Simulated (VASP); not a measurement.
# GaP (I-4m2) in VASP: further runs

The runs below take GaP through single point, with PBE.

Everything below comes from runs of VASP 6.6.1. Logs are shortened: lines on timing, memory, paths and dates and some standing lists are left out, and cuts for length are marked.

## 1. The cell of the first run

Symmetry: I-4m2, No. 119, tetragonal system. Conventional cell: a = 3.854 Å, b = 3.854 Å, c = 5.396 Å, α = 90.00°, β = 90.00°, γ = 90.00°. Within 3.1 Å of Ga (site symmetry -4m2) lie 4 P at 2.35 Å. Within 3.1 Å of P (site symmetry -4m2) lie 4 Ga at 2.35 Å.

## 2. Single point, PBE (uniaxial z strain -1.0%)

INCAR reads:

```
ALGO = Normal
EDIFF = 1E-7
ENCUT = 520
GGA = PE
ISIF = 2
ISMEAR = -1
LASPH = True
LCHARG = False
LREAL = False
LWAVE = False
NBANDS = 16
NELM = 60
PREC = Accurate
SIGMA = 0.02
```

KPOINTS reads:

```
k-points
0
Gamma
  8 8 8
```

POSCAR reads:

```
GaP
1.0
    0.0000000000      2.7253992874      2.6981452945
    2.7253992874      0.0000000000      2.6981452945
    2.7253992874      2.7253992874      0.0000000000
Ga P
1 1
Direct
    0.0000000000      0.0000000000      0.0000000000
    0.2500000000      0.2500000000      0.2500000000
```

Potentials or basis: VASP PAW PBE potentials, release 64 (Ga_d, P).

On the command line:

```
$ cat potpaw_PBE.64/Ga_d/POTCAR potpaw_PBE.64/P/POTCAR > POTCAR
$ mpirun -np 1 vasp_std > vasp.out
```

OUTCAR:

```text
EDIFF = 1E-7
   ENCUT = 520
   GGA = PE
   ISIF = 2
   ISMEAR = -1
   LASPH = True
   LREAL = False
   NELM = 60
   PREC = Accurate

 ion  position               nearest neighbor table
   1  0.000  0.000  0.000-   2 2.35   2 2.35   2 2.35   2 2.35
   2  0.250  0.250  0.250-   1 2.35   1 2.35   1 2.35   1 2.35

  LATTYP: Found a body centered tetragonal cell.
 ALAT       =     3.8542966351
 C/A-ratio  =     1.4000714267

  Lattice vectors:

 A1 = (   0.0000000000,  -2.7253992874,  -2.6981452945)
 A2 = (   0.0000000000,   2.7253992874,  -2.6981452945)
 A3 = (   2.7253992874,   0.0000000000,   2.6981452945)

Analysis of symmetry for initial positions (statically):
=====================================================================
 Subroutine PRICEL returns:
 Original cell was already a primitive cell.

 Routine SETGRP: Setting up the symmetry group for a
 body centered tetragonal supercell.

 Subroutine GETGRP returns: Found  8 space group operations
 (whereof  8 operations were pure point group operations)
 out of a pool of 16 trial point group operations.

The static configuration has the point symmetry D_2d.

Analysis of symmetry for dynamics (positions and initial velocities):
=====================================================================
 Subroutine PRICEL returns:
 Original cell was already a primitive cell.

 Routine SETGRP: Setting up the symmetry group for a
 body centered tetragonal supercell.

 Subroutine GETGRP returns: Found  8 space group operations
 (whereof  8 operations were pure point group operations)
 out of a pool of 16 trial point group operations.

The dynamic configuration has the point symmetry D_2d.

 Subroutine INISYM returns: Found  8 space group operations
 (whereof  8 operations are pure point group operations),
 and found     1 'primitive' translations

----------------------------------------------------------------------------------------

                                     Primitive cell

  volume of cell :      40.0826

  direct lattice vectors                    reciprocal lattice vectors
     0.000000000  2.725399287  2.698145295    -0.183459357  0.183459357  0.185312482
     2.725399287  0.000000000  2.698145295     0.183459357 -0.183459357  0.185312482
     2.725399287  2.725399287  0.000000000     0.183459357  0.183459357 -0.185312482

  length of vectors
     3.835073572  3.835073572  3.854296635     0.318834419  0.318834419  0.318834419

  position of ions in fractional coordinates (direct lattice)
[... 68 lines left out ...]
   NGXF,Y,Z  is equivalent  to a cutoff of  26.01, 26.01, 25.88 a.u.
 SYSTEM =  unknown system
   PREC   = accura    normal or accurate (medium, high low for compatibility)
   ISTART =      0    job   : 0-new  1-cont  2-samecut
   ICHARG =      2    charge: 1-file 2-atom 10-const
   ISPIN  =      1    spin polarized calculation?
   LNONCOLLINEAR =      F non collinear calculations
   LSORBIT =      F    spin-orbit coupling
   LASPH  =      T    aspherical Exc in radial PAW
   ENCUT  =  520.0 eV  38.22 Ry    6.18 a.u.   7.13  7.13  7.17*2*pi/ulx,y,z
   NELM   =     60;   NELMIN=  2; NELMDL= -5     # of ELM steps
   EDIFF  = 0.1E-06   stopping-criterion for ELM
   LREAL  =      F    real-space projection
   EDIFFG = 0.1E-05   stopping-criterion for IOM
   NSW    =      0    number of steps for IOM
   IBRION =     -1    ionic relax: 0-MD 1-quasi-New 2-CG
   NFREE  =      0    steps in history (QN), initial steepest desc. (CG)
   ISIF   =      2    stress and relaxation
   ISYM   =      2    0-nonsym 1-usesym 2-fastsym
   POTIM  = 0.5000    time-step for ionic-motion
   TEBEG  =    0.0;   TEEND  =   0.0 temperature during run
   PSTRESS=    0.0 pullay stress
   NELECT =      18.0000    total number of electrons
   NUPDOWN=      -1.0000    fix difference up-down
   EMIN   =  10.00;   EMAX   =-10.00  energy-range for DOS
   EFERMI =   0.00;   METHOD = LEGACY
   ISMEAR =    -1;   SIGMA  =   0.02  broadening in eV -4-tet -1-fermi 0-gaus
   EFERMI_NEDOS =   21; number of points for ismear=-14 and -15
   IALGO  =     38    algorithm
   IMIX   =      4    mixing-type and parameters
     AMIX     =   0.40;   BMIX     =  1.00
     AMIX_MAG =   1.60;   BMIX_MAG =  1.00
  volume/ion in A,a.u.               =      20.04       135.25
  Fermi-wavevector in a.u.,A,eV,Ry     =   1.253662  2.369078 21.383847  1.571668
  Thomas-Fermi vector in A             =   2.387504
   LORBIT       =      0    0 simple, 1 ext, 2 COOP (PROOUT), +10 PAW based schemes
   GGA     = PE    functional components
[... 5 lines left out ...]
 non-spin polarized calculation
  energy-cutoff  :      520.00
  volume of cell :       40.08
 maximum number of plane-waves:      1098
 NGX is ok and might be reduce to    30
   NGX = 15   NGY = 15   NGZ = 15

 number of electron      17.9999988 magnetization

 Free energy of the ion-electron system (eV)
  ---------------------------------------------------
  ext. energy  EPLUGINS =         0.00000000
  ---------------------------------------------------
  free energy    TOTEN  =        -9.10823116 eV

  energy without entropy =       -9.10823116  energy(sigma->0) =       -9.10823116

 E-fermi :   5.1505     XC(G=0):  -9.8780

 val. band max:        4.7912740670   @ k =   0.0000   0.0000   0.0000
 cond. band min:       6.3191791649   @ k =   0.3750   0.3750   0.0000
 fundamental gap:      1.5279050978
 Fermi energy:         5.1505097454

 k-point     1 :       0.0000    0.0000    0.0000
  band No.  band energies     occupation
      1      -9.8154      2.00000
      2      -9.8154      2.00000
      3      -9.8123      2.00000
      4      -9.7124      2.00000
      5      -9.7109      2.00000
      6      -7.8123      2.00000
[... 433 lines left out ...]
      3      -9.7845      2.00000
      4      -9.7166      2.00000
      5      -9.7030      2.00000
      6      -6.3328      2.00000
[... 8 lines left out ...]
     15      15.5882      0.00000
     16      15.7065      0.00000

 [... further k-points ...]
[... 5 lines left out ...]
  --------------------------------------------------------------------------------------
  -------------------------------------------------------------------------------------
  Total        0.7803266      0.7803266      0.9614995      0.0000000      0.0000000      0.0000000
  in kB       31.1911487     31.1911487     38.4329776      0.0000000      0.0000000      0.0000000
  external PRESSURE =      33.6050917 kB  Pullay stress =       0.0000000 kB

 VOLUME and BASIS-vectors are now :
 -----------------------------------------------------------------------------
  energy-cutoff  :      520.00
  volume of cell :       40.08
      direct lattice vectors                 reciprocal lattice vectors
     0.000000000  2.725399287  2.698145295    -0.183459357  0.183459357  0.185312482
     2.725399287  0.000000000  2.698145295     0.183459357 -0.183459357  0.185312482
     2.725399287  2.725399287  0.000000000     0.183459357  0.183459357 -0.185312482

 POSITION                                       TOTAL-FORCE (eV/Angst)
 -----------------------------------------------------------------------------------
      0.00000      0.00000      0.00000        -0.000000     -0.000000      0.000000
      1.36270      1.36270      1.34907         0.000000      0.000000     -0.000000
 -----------------------------------------------------------------------------------
    total drift:                                0.000001      0.000001      0.000001

  FREE ENERGIE OF THE ION-ELECTRON SYSTEM (eV)
  ---------------------------------------------------
  free  energy   TOTEN  =        -9.1082311607 eV

  energy  without entropy=       -9.1082311607  energy(sigma->0) =       -9.10823116
```

OSZICAR:

```text
N       E                     dE             d eps       ncg     rms          rms(c)
DAV:   1     0.795040628505E+02    0.79504E+02   -0.89252E+03  1944   0.163E+03
DAV:   2    -0.336979225645E+01   -0.82874E+02   -0.78861E+02  2152   0.302E+02
DAV:   3    -0.928246054259E+01   -0.59127E+01   -0.58911E+01  2376   0.643E+01
DAV:   4    -0.937856953414E+01   -0.96109E-01   -0.96086E-01  2312   0.883E+00
DAV:   5    -0.938059280453E+01   -0.20233E-02   -0.20231E-02  2488   0.109E+00    0.430E+00
DAV:   6    -0.913543733768E+01    0.24516E+00   -0.37718E-01  2904   0.106E+01    0.285E+00
DAV:   7    -0.910741530376E+01    0.28022E-01   -0.97298E-02  2576   0.211E+00    0.113E+00
DAV:   8    -0.910769567296E+01   -0.28037E-03   -0.13464E-02  2232   0.141E+00    0.206E-01
DAV:   9    -0.910809230492E+01   -0.39663E-03   -0.13226E-03  2488   0.495E-01    0.785E-02
DAV:  10    -0.910816157970E+01   -0.69275E-04   -0.11210E-04  2904   0.120E-01    0.377E-02
DAV:  11    -0.910823115355E+01   -0.69574E-04   -0.94026E-05  2256   0.790E-02    0.501E-03
DAV:  12    -0.910823084430E+01    0.30925E-06   -0.25596E-06  2336   0.205E-02    0.327E-03
DAV:  13    -0.910823112998E+01   -0.28569E-06   -0.79593E-07  2512   0.740E-03    0.194E-03
DAV:  14    -0.910823116073E+01   -0.30745E-07   -0.23768E-08  1784   0.122E-03
   1 F= -.91082312E+01 E0= -.91082312E+01  d E =-.267356E-10
```

stdout:

```text
POSCAR found type information on POSCAR GaP
 POSCAR found :  2 types and       2 ions
 scaLAPACK will be used
 LDA part: xc-table for (Slater+PW92), standard interpolation
 POSCAR, INCAR and KPOINTS ok, starting setup
 FFT: planning ... GRIDC
 FFT: planning ... GRID_SOFT
 FFT: planning ... GRID
 WAVECAR not read
 entering main loop
```

Wall time 59 s (1 thread of Intel Xeon Platinum 8488C (Sapphire Rapids), shared host); peak memory 0.19 GiB.

What came out:

- Free energy: -9.1082 eV
- Pressure: 3.4 GPa
- Band gap on the k mesh: 1.53 eV, indirect (least direct gap 1.87 eV)

Caveat: the cell differs from its parent crystal (uniaxial z strain -1.0%).

## 3. Single point, PBE (uniaxial z strain +1.0%)

INCAR reads:

```
PREC     = Accurate       # precision mode
ENCUT    = 520            # plane-wave cutoff, eV
EDIFF    = 1E-6           # SCF threshold, eV
ISMEAR   = -1             # smearing method
SIGMA    = 0.02           # smearing width, eV
LREAL    = False          # projectors in reciprocal space
LASPH    = True           # aspherical terms in the spheres
NELM     = 100            # most SCF steps
ALGO     = Normal         # electronic algorithm
ISIF     = 2              # what is computed and relaxed
LWAVE    = False          # write WAVECAR
LCHARG   = True           # write CHGCAR
GGA      = PE             # functional
LELF     = True           # ELF
LVHAR    = True         
NBANDS   = 16             # bands
```

KPOINTS reads:

```
Automatic mesh
0
Gamma
  8 8 8
```

POSCAR reads:

```
GaP
1.0
    0.0000000000      2.7253992874      2.7526532803
    2.7253992874      0.0000000000      2.7526532803
    2.7253992874      2.7253992874      0.0000000000
Ga P
1 1
Direct
    0.0000000000      0.0000000000      0.0000000000
    0.2500000000      0.2500000000      0.2500000000
```

Potentials or basis: VASP PAW PBE potentials, release 64 (Ga_d, P).

On the command line:

```
$ cat potpaw_PBE.64/Ga_d/POTCAR potpaw_PBE.64/P/POTCAR > POTCAR
$ mpirun -np 1 vasp_std > vasp.out
```

OUTCAR:

```text
PREC = Accurate
   ENCUT = 520
   EDIFF = 1E-6
   ISMEAR = -1
   LREAL = False
   LASPH = True
   NELM = 100
   ISIF = 2
   GGA = PE

 ion  position               nearest neighbor table
   1  0.000  0.000  0.000-   2 2.37   2 2.37   2 2.37   2 2.37
   2  0.250  0.250  0.250-   1 2.37   1 2.37   1 2.37   1 2.37

  LATTYP: Found a body centered tetragonal cell.
 ALAT       =     3.8542966351
 C/A-ratio  =     1.4283556980

  Lattice vectors:

 A1 = (  -2.7253992874,   0.0000000000,   2.7526532803)
 A2 = (   2.7253992874,   0.0000000000,   2.7526532803)
 A3 = (   0.0000000000,   2.7253992874,  -2.7526532803)

Analysis of symmetry for initial positions (statically):
=====================================================================
 Subroutine PRICEL returns:
 Original cell was already a primitive cell.

 Routine SETGRP: Setting up the symmetry group for a
 body centered tetragonal supercell.

 Subroutine GETGRP returns: Found  8 space group operations
 (whereof  8 operations were pure point group operations)
 out of a pool of 16 trial point group operations.

The static configuration has the point symmetry D_2d.

Analysis of symmetry for dynamics (positions and initial velocities):
=====================================================================
 Subroutine PRICEL returns:
 Original cell was already a primitive cell.

 Routine SETGRP: Setting up the symmetry group for a
 body centered tetragonal supercell.

 Subroutine GETGRP returns: Found  8 space group operations
 (whereof  8 operations were pure point group operations)
 out of a pool of 16 trial point group operations.

The dynamic configuration has the point symmetry D_2d.

 Subroutine INISYM returns: Found  8 space group operations
 (whereof  8 operations are pure point group operations),
 and found     1 'primitive' translations

----------------------------------------------------------------------------------------

[... 99 lines left out ...]
   ISYM   =      2    0-nonsym 1-usesym 2-fastsym
   POTIM  = 0.5000    time-step for ionic-motion
   TEBEG  =    0.0;   TEEND  =   0.0 temperature during run
   PSTRESS=    0.0 pullay stress
   NELECT =      18.0000    total number of electrons
   NUPDOWN=      -1.0000    fix difference up-down
   EMIN   =  10.00;   EMAX   =-10.00  energy-range for DOS
   EFERMI =   0.00;   METHOD = LEGACY
   ISMEAR =    -1;   SIGMA  =   0.02  broadening in eV -4-tet -1-fermi 0-gaus
   EFERMI_NEDOS =   21; number of points for ismear=-14 and -15
   IALGO  =     38    algorithm
   IMIX   =      4    mixing-type and parameters
     AMIX     =   0.40;   BMIX     =  1.00
     AMIX_MAG =   1.60;   BMIX_MAG =  1.00
  volume/ion in A,a.u.               =      20.45       137.98
  Fermi-wavevector in a.u.,A,eV,Ry     =   1.245332  2.353336 21.100612  1.550851
  Thomas-Fermi vector in A             =   2.379559
   LORBIT       =      0    0 simple, 1 ext, 2 COOP (PROOUT), +10 PAW based schemes
   GGA     = PE    functional components
[... 5 lines left out ...]
 non-spin polarized calculation
  energy-cutoff  :      520.00
  volume of cell :       40.89
 maximum number of plane-waves:      1116
 NGX is ok and might be reduce to    30
   NGX = 15   NGY = 15   NGZ = 15

 number of electron      17.9999992 magnetization

 Free energy of the ion-electron system (eV)
  ---------------------------------------------------
  ext. energy  EPLUGINS =         0.00000000
  ---------------------------------------------------
  free energy    TOTEN  =        -9.12077320 eV

  energy without entropy =       -9.12077320  energy(sigma->0) =       -9.12077320

 E-fermi :   4.9930     XC(G=0):  -9.7871

 val. band max:        4.5682976601   @ k =   0.0000   0.0000   0.0000
 cond. band min:       6.1773540967   @ k =   0.3750   0.0000   0.3750
 fundamental gap:      1.6090564367
 Fermi energy:         4.9930367418

 k-point     1 :       0.0000    0.0000    0.0000
  band No.  band energies     occupation
      1      -9.9867      2.00000
      2      -9.9836      2.00000
      3      -9.9836      2.00000
      4      -9.8888      2.00000
      5      -9.8872      2.00000
      6      -7.8663      2.00000
[... 433 lines left out ...]
      3      -9.9574      2.00000
      4      -9.8940      2.00000
      5      -9.8786      2.00000
      6      -6.4201      2.00000
[... 8 lines left out ...]
     15      15.3314      0.00000
     16      15.4550      0.00000

 [... further k-points ...]
[... 5 lines left out ...]
  --------------------------------------------------------------------------------------
  -------------------------------------------------------------------------------------
  Total        0.4603470      0.4603470      0.2706841      0.0000000      0.0000000      0.0000000
  in kB       18.0365776     18.0365776     10.6055091      0.0000000      0.0000000      0.0000000
  external PRESSURE =      15.5595548 kB  Pullay stress =       0.0000000 kB

 VOLUME and BASIS-vectors are now :
 -----------------------------------------------------------------------------
  energy-cutoff  :      520.00
  volume of cell :       40.89
      direct lattice vectors                 reciprocal lattice vectors
     0.000000000  2.725399287  2.752653280    -0.183459357  0.183459357  0.181642927
     2.725399287  0.000000000  2.752653280     0.183459357 -0.183459357  0.181642927
     2.725399287  2.725399287  0.000000000     0.183459357  0.183459357 -0.181642927

 POSITION                                       TOTAL-FORCE (eV/Angst)
 -----------------------------------------------------------------------------------
      0.00000      0.00000      0.00000         0.000000      0.000000     -0.000000
      1.36270      1.36270      1.37633        -0.000000     -0.000000      0.000000
 -----------------------------------------------------------------------------------
    total drift:                                0.000002      0.000002      0.000001

  FREE ENERGIE OF THE ION-ELECTRON SYSTEM (eV)
  ---------------------------------------------------
  free  energy   TOTEN  =        -9.1207731963 eV

  energy  without entropy=       -9.1207731963  energy(sigma->0) =       -9.12077320
```

Run time: 57 s. Hardware: 1 thread of Intel Xeon Platinum 8488C (Sapphire Rapids), shared host; peak memory 0.19 GiB.

What came out:

* Free energy: -9.1208 eV
* Pressure: 1.6 GPa
* Band gap on the k mesh: 1.61 eV, indirect (least direct gap 1.72 eV)

Caveat: the cell differs from its parent crystal (uniaxial z strain +1.0%).
